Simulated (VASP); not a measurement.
CdS (Hawleyite):

```
CELL_PARAMETERS angstrom
0.00000 2.93921 2.93921
2.93921 0.00000 2.93921
2.93921 2.93921 0.00000
ATOMIC_POSITIONS crystal
Cd 0.00000 0.00000 0.00000
S 0.25000 0.25000 0.25000
```

Base run:

- Program: VASP 6.6.1
- Functional: r2SCAN
- Potentials or basis: VASP PAW PBE potentials, release 64 (Cd, S)
- Cutoff: 520 eV
- k mesh: 6 × 6 × 6
- Occupations: gaussian, width 0.01 eV
- Spin: no spin polarisation

Its results: band gap on the k mesh 1.54 eV, direct; pressure 0.3 GPa.

Task: The run is repeated on the same cell with these changes: functional from r2SCAN to PBE; k mesh from 6 × 6 × 6 to 8 × 8 × 8. What comes out?

Result: Band gap on the k mesh 1.10 eV, direct; pressure 1.7 GPa.

Several settings changed at once, so the effect can't be laid on one alone.

Caveats: the PAW data sets were made with another functional, which shifts forces and pressure a little (some runs).

